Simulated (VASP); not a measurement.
# Al2Ga5As7 (an interface model) in VASP: single point with LDA

Aim: the single point of Al2Ga5As7 (an interface model) with LDA.

All numbers are computed with VASP 6.6.1; they aren't measurements. Logs are shortened: lines on timing, memory, paths and dates and some standing lists are left out, and cuts for length are marked.

**1. The cell of the first run**

The cell holds layers of an interface, 14 atoms: a = 3.962 Å, b = 3.962 Å, c = 22.856 Å, α = 90.00°, β = 90.00°, γ = 120.00°.

**2. Single point, LDA**

The input, INCAR:

```
PREC = Accurate
ENCUT = 400
EDIFF = 1E-6
ISMEAR = 0
SIGMA = 0.05
LREAL = F
LASPH = T
NELM = 120
ALGO = Normal
ISIF = 2
LWAVE = F
LCHARG = F
GGA = CA
NBANDS = 66
GGA_COMPAT = F
```

The input, KPOINTS:

```
regular mesh
0
Gamma
  9 9 2
```

The input, POSCAR:

```
Al2Ga5As7
1.0
    3.9621891203      0.0000000000      0.0000000000
   -1.9810945601      3.4313564328      0.0000000000
    0.0000000000      0.0000000000     22.8564438490
As Ga Al
7 5 2
Direct
    1.1407428783      1.2814857565      0.0693300383
    1.4241354193      1.8482708386      0.2105776785
    1.7166603091      2.4333206181      0.3526932003
    2.0081970578      3.0163941156      0.4944130975
    2.2976590040      3.5953180081      0.6358366758
    1.9166340485      3.8332680971      0.8214966358
    2.1677719863      4.3355439725      0.9617829460
    0.4697393896      0.9394787792      0.1054393555
    0.7532450781      1.5064901561      0.2474571662
    1.0458580931      2.0917161862      0.3892767164
    1.3377692669      2.6755385338      0.5308808101
    1.6284422063      3.2568844127      0.6735836555
    1.5861228600      3.1722457200      0.7816781910
    1.8403689780      3.6807379561      0.9243016931
```

Potentials or basis: VASP PAW LDA potentials, release 64 (As, Ga_d, Al).

Command:

```sh
$ cat potpaw_LDA.64/As/POTCAR potpaw_LDA.64/Ga_d/POTCAR potpaw_LDA.64/Al/POTCAR > POTCAR
$ mpirun -np 1 vasp_std > vasp.out
```

OUTCAR:

```text
PREC = Accurate
   ENCUT = 400
   EDIFF = 1E-6
   ISMEAR = 0
   LREAL = F
   LASPH = T
   NELM = 120
   ISIF = 2
   GGA = CA

 ion  position               nearest neighbor table
   1  0.141  0.281  0.069-   8 2.40   8 2.45   8 2.45   7 2.47
   2  0.424  0.848  0.211-   9 2.41   8 2.42   9 2.45   9 2.45
   3  0.717  0.433  0.353-  10 2.41   9 2.42  10 2.45  10 2.45
   4  0.008  0.016  0.494-  11 2.41  10 2.42  11 2.45  11 2.45
   5  0.298  0.595  0.636-  11 2.41  12 2.43  12 2.45  12 2.45
   6  0.917  0.833  0.821-  14 2.41  13 2.44  13 2.47  13 2.47
   7  0.168  0.336  0.962-  14 2.40  14 2.46  14 2.46   1 2.47
   8  0.470  0.939  0.105-   1 2.40   2 2.42   1 2.45   1 2.45
   9  0.753  0.506  0.247-   2 2.41   3 2.42   2 2.45   2 2.45
  10  0.046  0.092  0.389-   3 2.41   4 2.42   3 2.45   3 2.45
  11  0.338  0.676  0.531-   4 2.41   5 2.41   4 2.45   4 2.45
  12  0.628  0.257  0.674-   5 2.43   5 2.45   5 2.45  13 2.49
  13  0.586  0.172  0.782-   6 2.44   6 2.47   6 2.47  12 2.49
  14  0.840  0.681  0.924-   7 2.40   6 2.41   7 2.46   7 2.46

  LATTYP: Found a hexagonal cell.
 ALAT       =     3.9621891203
 C/A-ratio  =     5.7686403034

  Lattice vectors:

 A1 = (   3.9621891203,   0.0000000000,   0.0000000000)
 A2 = (  -1.9810945601,   3.4313564328,   0.0000000000)
 A3 = (   0.0000000000,   0.0000000000,  22.8564438490)

Analysis of symmetry for initial positions (statically):
=====================================================================
 Subroutine PRICEL returns:
 Original cell was already a primitive cell.

 Routine SETGRP: Setting up the symmetry group for a
 hexagonal supercell.

 Subroutine GETGRP returns: Found  2 space group operations
 (whereof  2 operations were pure point group operations)
 out of a pool of 24 trial point group operations.

The static configuration has the point symmetry C_1h.

Analysis of symmetry for dynamics (positions and initial velocities):
=====================================================================
 Subroutine PRICEL returns:
 Original cell was already a primitive cell.

 Routine SETGRP: Setting up the symmetry group for a
 hexagonal supercell.

 Subroutine GETGRP returns: Found  2 space group operations
 (whereof  2 operations were pure point group operations)
 out of a pool of 24 trial point group operations.

The dynamic configuration has the point symmetry C_1h.

 Subroutine INISYM returns: Found  2 space group operations
 (whereof  2 operations are pure point group operations),
 and found     1 'primitive' translations

----------------------------------------------------------------------------------------

                                     Primitive cell

  volume of cell :     310.7490

  direct lattice vectors                    reciprocal lattice vectors
     3.962189120  0.000000000  0.000000000     0.252385732  0.145714970  0.000000000
    -1.981094560  3.431356433  0.000000000     0.000000000  0.291429940  0.000000000
     0.000000000  0.000000000 22.856443849     0.000000000  0.000000000  0.043751338

  length of vectors
     3.962189120  3.962189120 22.856443849     0.291429940  0.291429940  0.043751338

  position of ions in fractional coordinates (direct lattice)
     0.140742878  0.281485756  0.069330038
     0.424135419  0.848270839  0.210577679
     0.716660309  0.433320618  0.352693200
     0.008197058  0.016394116  0.494413098
     0.297659004  0.595318008  0.635836676
     0.916634049  0.833268097  0.821496636
     0.167771986  0.335543973  0.961782946
     0.469739390  0.939478779  0.105439356
     0.753245078  0.506490156  0.247457166
     0.045858093  0.091716186  0.389276716
     0.337769267  0.675538534  0.530880810
     0.628442206  0.256884413  0.673583656
     0.586122860  0.172245720  0.781678191
     0.840368978  0.680737956  0.924301693

  ion indices of the primitive-cell ions
   primitive index   ion index
                 1           1
                 2           2
                 3           3
                 4           4
                 5           5
                 6           6
                 7           7
                 8           8
                 9           9
                10          10
                11          11
                12          12
                13          13
                14          14

----------------------------------------------------------------------------------------

 KPOINTS: regular mesh

Automatic generation of k-mesh.
 Grid dimensions read from file:
 generate k-points for:    9    9    2

 Generating k-lattice:

  Cartesian coordinates                     Fractional coordinates (reciprocal lattice)
     0.028042859  0.016190552  0.000000000     0.111111111  0.000000000  0.000000000
     0.000000000  0.032381104  0.000000000     0.000000000  0.111111111  0.000000000
     0.000000000  0.000000000  0.021875669     0.000000000  0.000000000  0.500000000

  Length of vectors
     0.032381104  0.032381104  0.021875669

  Shift w.r.t. Gamma in fractional coordinates (k-lattice)
     0.000000000  0.000000000  0.000000000

 Subroutine IBZKPT returns following result:
 ===========================================

 Found     50 irreducible k-points:

 Following reciprocal coordinates:
            Coordinates               Weight
  0.000000  0.000000  0.000000      1.000000
  0.111111  0.000000  0.000000      4.000000
  0.000000  0.111111  0.000000      2.000000
  0.222222 -0.000000  0.000000      4.000000
  0.000000  0.222222  0.000000      2.000000
  0.333333 -0.000000  0.000000      4.000000
[... 16 lines left out ...]
 -0.222222 -0.444444  0.000000      4.000000
  0.444444  0.333333  0.000000      4.000000
 [... further k-points ...]
   k-points           NKPTS =     50   k-points in BZ     NKDIM =     50   number of bands    NBANDS=     66
   number of dos      NEDOS =    301   number of ions     NIONS =     14
   total plane-waves  NPLWV = 117600
   dimension x,y,z NGX =    28 NGY =   28 NGZ =  150
   dimension x,y,z NGXF=    56 NGYF=   56 NGZF=  300
   ions per type =               7   5   2
   NGX,Y,Z   is equivalent  to a cutoff of  11.75, 11.75, 10.91 a.u.
   NGXF,Y,Z  is equivalent  to a cutoff of  23.50, 23.50, 21.82 a.u.
 SYSTEM =  unknown system
   PREC   = accura    normal or accurate (medium, high low for compatibility)
   ISTART =      0    job   : 0-new  1-cont  2-samecut
   ICHARG =      2    charge: 1-file 2-atom 10-const
   ISPIN  =      1    spin polarized calculation?
   LNONCOLLINEAR =      F non collinear calculations
   LSORBIT =      F    spin-orbit coupling
   LASPH  =      T    aspherical Exc in radial PAW
   ENCUT  =  400.0 eV  29.40 Ry    5.42 a.u.   6.46  6.46 37.27*2*pi/ulx,y,z
   NELM   =    120;   NELMIN=  2; NELMDL= -5     # of ELM steps
   EDIFF  = 0.1E-05   stopping-criterion for ELM
   LREAL  =      F    real-space projection
   EDIFFG = 0.1E-04   stopping-criterion for IOM
   NSW    =      0    number of steps for IOM
   IBRION =     -1    ionic relax: 0-MD 1-quasi-New 2-CG
   NFREE  =      0    steps in history (QN), initial steepest desc. (CG)
   ISIF   =      2    stress and relaxation
   ISYM   =      2    0-nonsym 1-usesym 2-fastsym
   POTIM  = 0.5000    time-step for ionic-motion
   TEBEG  =    0.0;   TEEND  =   0.0 temperature during run
   PSTRESS=    0.0 pullay stress
   NELECT =     106.0000    total number of electrons
   NUPDOWN=      -1.0000    fix difference up-down
   EMIN   =  10.00;   EMAX   =-10.00  energy-range for DOS
   EFERMI =   0.00;   METHOD = LEGACY
   ISMEAR =     0;   SIGMA  =   0.05  broadening in eV -4-tet -1-fermi 0-gaus
   EFERMI_NEDOS =   21; number of points for ismear=-14 and -15
   IALGO  =     38    algorithm
   IMIX   =      4    mixing-type and parameters
     AMIX     =   0.40;   BMIX     =  1.00
     AMIX_MAG =   1.60;   BMIX_MAG =  1.00
  volume/ion in A,a.u.               =      22.20       149.79
  Fermi-wavevector in a.u.,A,eV,Ry     =   1.143862  2.161585 17.802132  1.308420
  Thomas-Fermi vector in A             =   2.280556
   LORBIT       =      0    0 simple, 1 ext, 2 COOP (PROOUT), +10 PAW based schemes
   GGA     = CA    functional components
   LHFCALC =     F    Hartree Fock is set to
   AEXX    =    0.0000 exact exchange contribution
   IVDW    =     0    specifies the selected vdW correction
   LEPSILON=     F    determine dielectric tensor
   LRPA    =     F    only Hartree local field effects (RPA)
 non-spin polarized calculation
 Gauss-broadening in eV      SIGMA  =   0.05
  energy-cutoff  :      400.00
  volume of cell :      310.75
 maximum number of plane-waves:      5691
 NGX is ok and might be reduce to    28
   NGX = 13   NGY = 13   NGZ = 75

 number of electron     106.0000001 magnetization

 Free energy of the ion-electron system (eV)
  ---------------------------------------------------
  ext. energy  EPLUGINS =         0.00000000
  ---------------------------------------------------
  free energy    TOTEN  =       -67.70444930 eV

  energy without entropy =      -67.70389299  energy(sigma->0) =      -67.70417115

 E-fermi :   4.5471     XC(G=0):  -9.8214

 val. band max:        4.4985481940   @ k =   0.0000   0.1111   0.0000
 cond. band min:       4.5600036920   @ k =   0.0000   0.0000   0.5000
 fundamental gap:      0.0614554980
 Fermi energy:         4.5470859821

 k-point     1 :       0.0000    0.0000    0.0000
  band No.  band energies     occupation
      1     -11.4362      2.00000
      2     -11.3931      2.00000
      3     -11.3837      2.00000
      4     -11.3175      2.00000
      5     -11.3061      2.00000
      6     -11.1346      2.00000
[... 57 lines left out ...]
     64       7.8230      0.00000
     65       8.0500      0.00000

 k-point     2 :       0.1111    0.0000    0.0000
  band No.  band energies     occupation
      1     -11.4393      2.00000
      2     -11.3919      2.00000
      3     -11.3839      2.00000
      4     -11.3194      2.00000
      5     -11.3064      2.00000
      6     -11.1360      2.00000
[... 57 lines left out ...]
     64       7.7985      0.00000
     65       8.0646      0.00000

 k-point     3 :       0.0000    0.1111    0.0000
  band No.  band energies     occupation
      1     -11.4403      2.00000
      2     -11.3956      2.00000
      3     -11.3797      2.00000
      4     -11.3175      2.00000
      5     -11.3078      2.00000
      6     -11.1369      2.00000
[... 1417 lines left out ...]
     64       8.4433      0.00000
     65       8.5602      0.00000

 k-point    24 :       0.4444    0.3333    0.0000
  band No.  band energies     occupation
      1     -11.4769      2.00000
      2     -11.3923      2.00000
      3     -11.3637      2.00000
      4     -11.3288      2.00000
      5     -11.3076      2.00000
      6     -11.1571      2.00000
[... 57 lines left out ...]
     64       8.6754      0.00000
     65       8.7774      0.00000

 [... further k-points ...]

 [bands above 65 left out]

------------------------ aborting loop because EDIFF is reached ----------------------------------------

  FORCE on cell =-STRESS in cart. coord.  units (eV):
  Direction    XX          YY          ZZ          XY          YZ          ZX
  --------------------------------------------------------------------------------------
  -------------------------------------------------------------------------------------
  Total       -0.4016278      2.2519786      0.5439179      0.0000000      6.8647618      0.0000000
  in kB       -2.0707357     11.6108803      2.8043630      0.0000000     35.3937320      0.0000000
  external PRESSURE =       4.1148358 kB  Pullay stress =       0.0000000 kB

 VOLUME and BASIS-vectors are now :
 -----------------------------------------------------------------------------
  energy-cutoff  :      400.00
  volume of cell :      310.75
      direct lattice vectors                 reciprocal lattice vectors
     3.962189120  0.000000000  0.000000000     0.252385732  0.145714970  0.000000000
    -1.981094560  3.431356433  0.000000000     0.000000000  0.291429940  0.000000000
     0.000000000  0.000000000 22.856443849     0.000000000  0.000000000  0.043751338

 POSITION                                       TOTAL-FORCE (eV/Angst)
 -----------------------------------------------------------------------------------
      0.00000      0.96588      1.58464        -0.000000     -0.006556      0.025188
      0.00000      2.91072      4.81306        -0.000000     -0.013393     -0.000230
      1.98109      1.48688      8.06131        -0.000000     -0.011590      0.004866
      0.00000      0.05625     11.30053        -0.000000     -0.009998      0.006573
     -0.00000      2.04275     14.53297        -0.000000     -0.003077      0.000149
      1.98109      2.85924     18.77649         0.000000      0.013378     -0.011071
      0.00000      1.15137     21.98294         0.000000      0.005244     -0.004635
      0.00000      3.22369      2.40997         0.000000      0.006331     -0.007316
      1.98109      1.73795      5.65599         0.000000      0.012296     -0.003507
      0.00000      0.31471      8.89748         0.000000      0.012161     -0.007521
      0.00000      2.31801     12.13405         0.000000      0.010654      0.000101
      1.98109      0.88146     15.39573         0.000000      0.000781      0.012105
      1.98109      0.59104     17.86638        -0.000000     -0.002915     -0.013365
      1.98109      2.33585     21.12625        -0.000000     -0.013317     -0.001338
 -----------------------------------------------------------------------------------
    total drift:                                0.000004      0.001692      0.000816

  FREE ENERGIE OF THE ION-ELECTRON SYSTEM (eV)
  ---------------------------------------------------
  free  energy   TOTEN  =       -67.7044493046 eV

  energy  without entropy=      -67.7038929915  energy(sigma->0) =      -67.70417115
```

It took 11 min on 1 thread of AMD EPYC 9R45 (Zen 5), shared host; peak memory 0.59 GiB.

What came out:

```
Free energy            : -67.7044 eV
Pressure               : 0.4 GPa
Largest force          : 0.026 eV/Å
Band gap on the k mesh : zero (bands 53 and 54 overlap by 0.37 eV)
```

Forces on the atoms (eV/Å):
```
As   0.000 -0.007  0.025
As   0.000 -0.013  0.000
As   0.000 -0.012  0.005
As   0.000 -0.010  0.007
As   0.000 -0.003  0.000
As   0.000  0.013 -0.011
As   0.000  0.005 -0.005
Ga   0.000  0.006 -0.007
Ga   0.000  0.012 -0.004
Ga   0.000  0.012 -0.008
Ga   0.000  0.011  0.000
Ga   0.000  0.001  0.012
Al   0.000 -0.003 -0.013
Al   0.000 -0.013 -0.001
```

Stress tensor (GPa, compression positive):
```
-0.21  0.00  0.00
 0.00  1.16  3.54
 0.00  3.54  0.28
```

The gap in the log of VASP goes by the Fermi energy; the results here count the filled bands.